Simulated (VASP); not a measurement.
Set up this calculation in VASP 6.6.1, as the native input.

* Task: relaxation of cell and atoms
* Functional: PBEsol
* Potentials or basis: VASP PAW PBE potentials, release 64 (In_d, Ga_d, P)
* Cutoff: 600 eV
* k mesh: 6 × 6 × 6
* Occupations: gaussian, width 0.01 eV
* Spin: no spin polarisation
* Dipole correction: no
* Further INCAR settings: ALGO = Normal; EDIFF = 1e-07; IBRION = 2; EDIFFG = -0.015; NSW = 80; ISIF = 3

The structure of In3GaP4 lies in POSCAR:

```
In3GaP4
1.0
    5.7685611604      0.0000000000      0.0000000000
    0.0000000000     -5.7685611604      0.0000000000
    0.0000000000      0.0000000000     -5.7685611604
In Ga P
3 1 4
Direct
    0.0000000000      1.0000000000      1.0000000000
    0.5000000000      0.5000000000      1.0000000000
    0.5000000000      1.0000000000      0.5000000000
    0.0000000000      0.5000000000      0.5000000000
    0.2500000000      0.2500000000      0.2500000000
    0.7500000000      0.7500000000      0.2500000000
    0.7500000000      0.2500000000      0.7500000000
    0.2500000000      0.7500000000      0.7500000000
```

These files were run (other wordings do the same):

INCAR

```
SYSTEM = In3GaP4
PREC = Accurate
ENCUT = 600
EDIFF = 1E-7
ISMEAR = 0
SIGMA = 0.01
LREAL = .FALSE.
LASPH = .TRUE.
NELM = 100
ALGO = Normal
ISIF = 3
LWAVE = .FALSE.
LCHARG = .FALSE.
GGA = PS
IBRION = 2
NSW = 80
EDIFFG = -0.015
```

KPOINTS

```
Automatic mesh
0
G
  6 6 6
  0 0 0
```

Potentials or basis: VASP PAW PBE potentials, release 64 (In_d, Ga_d, P).

The run is started by

```console
$ cat potpaw_PBE.64/In_d/POTCAR potpaw_PBE.64/Ga_d/POTCAR potpaw_PBE.64/P/POTCAR > POTCAR
$ mpirun -np 1 vasp_std > vasp.out
```

Results of the run:

| Property | Result |
| --- | --- |
| Relaxed volume | 23.99 Å³/atom |
| Relaxed cell | a = 5.768 Å, b = 5.768 Å, c = 5.768 Å, α = 90.00°, β = 90.00°, γ = 90.00° |
| Space group after relaxing (to 0.1 Å) | P-43m (No. 215) |
| Energy gained by relaxing | 32.8 meV/atom |
| Ionic steps | 6 |
| Pressure after relaxing | 0.0 GPa |
| Band gap on the k mesh | 0.77 eV |

Caveat: the PAW data sets were made with another functional, which shifts forces and pressure a little; spin-orbit coupling is left out, which moves the levels of the heavy elements.

Wall time 15 min on 1 thread of AMD EPYC 7R13 Processor (Zen 3) (shared host), peak memory 0.42 GiB.
